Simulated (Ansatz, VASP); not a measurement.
One calculation of Os, two programs

The input INCAR:

```
ALGO     = Normal         # electronic algorithm
EDIFF    = 1E-6           # SCF threshold, eV
ENCUT    = 520            # plane-wave cutoff, eV
ISIF     = 2              # what is computed and relaxed
ISMEAR   = -1             # smearing method
LASPH    = True           # aspherical terms in the spheres
LCHARG   = False          # write CHGCAR
LREAL    = False          # projectors in reciprocal space
LWAVE    = False          # write WAVECAR
NBANDS   = 19             # bands
NELM     = 60             # most SCF steps
PREC     = Accurate       # precision mode
SIGMA    = 0.1            # smearing width, eV
```

Contents of KPOINTS:

```
k-points
0
Gamma
  10 10 13
```

POSCAR

```
Os
1.0
    4.3217117662      0.0000000000      0.0000000000
   -2.1608558831      3.7427121773      0.0000000000
    0.0000000000      0.0000000000      2.7145814481
Os
3
Direct
    1.0000000000      0.0000000000      1.0000000000
    0.3333333333      0.6666666667      0.5000000000
    0.6666666667      0.3333333333      0.5000000000
```

Input for Ansatz:

```yaml
crystal:
  lattice:
    - [4.3217117662, 0.0, 0.0]
    - [-2.1608558831, 3.7427121773, 0.0]
    - [0.0, 0.0, 2.7145814481]
  atoms:
    - { symbol: Os, position: [1.0, 0.0, 1.0] }
    - { symbol: Os, position: [0.3333333333, 0.6666666667, 0.5] }
    - { symbol: Os, position: [0.6666666667, 0.3333333333, 0.5] }
hamiltonian:
  xc: lda
  pseudopotentials:
    kind: paw
    azcp:
      Os: "pseudopotentials/Os.paw.azcp"
basis:
  ecutwfc: 420
  fft_grid_basis: typed
kpoints:
  mp_grid: { grid: [10, 10, 13], shift: [0, 0, 0] }
magnetization:
  spin_polarized: false
scf:
  occupations: { method: fermi_dirac, width: 0.1 }
  lower_state_search: "off"
output:
  stress: true
```

Alike in both runs: task single point; functional LDA; k mesh 10 × 10 × 13; occupations fermi-dirac, width 0.1 eV; no spin polarisation.

```csv
,VASP,Ansatz
version,VASP 6.6.1,Ansatz 0.2.0
potentials or method,"VASP PAW LDA potentials, release 64 (Os), cutoff 520 eV","plane waves (420 eV) with PAW, scalar-relativistic"
valence electrons in the cell,24,48
```

Ansatz gave:

* pressure (GPa): -15.0
* traceless stress, the component that is largest in VASP (GPa): 1.96

What did VASP give for the same quantities?

Pressure (GPa): -14.6; traceless stress, the component that is largest in VASP (GPa): 2.08.

Ansatz warns that its potentials were made for another functional, while VASP's fit it. LDA's correlation is that of Perdew and Zunger in VASP and of Perdew and Wang (1992) in Ansatz. VASP's potentials hold 24 valence electrons a cell and Ansatz's 48, so a difference there can come from the potentials and not from the codes.

Neither program's run includes spin-orbit coupling.
